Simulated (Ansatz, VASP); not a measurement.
InP in VASP and in Ansatz

```
In P
1.0
     3.95736    0.00000    0.00000
    -1.97868    3.42718    0.00000
     0.00000    0.00000    6.48144
In P
2 2
Direct
  0.33333 0.66667 0.25000
  0.66667 0.33333 0.75000
  0.00000 0.00000 0.00000
  0.00000 0.00000 0.50000
```

Change from the starting cell: species swapped into the TePt type (P6_3/mmc, No. 194).

Alike in both runs: functional PBE; k mesh 12 × 12 × 8; occupations gaussian, width 0.1 eV; no spin polarisation.

Ansatz relaxed the structure, and its values are those at the end. VASP's run is a single point on that final structure, the one shown.

```csv
,VASP,Ansatz
version,VASP 6.6.1,Ansatz 0.2.0
potentials or method,"VASP PAW PBE potentials, release 64 (In_d, P), cutoff 520 eV","scalar-relativistic, plane waves, PAW"
valence electrons in the cell,36,36
```

|  | VASP | Ansatz | Ansatz less VASP |
| --- | --- | --- | --- |
| gap on the k mesh at the Fermi level (eV) | none | none | - |
| pressure (GPa) | -0.1 | 0.0 | +0.06 |

A gap of «none» marks a metal or a gap that the smearing closes.
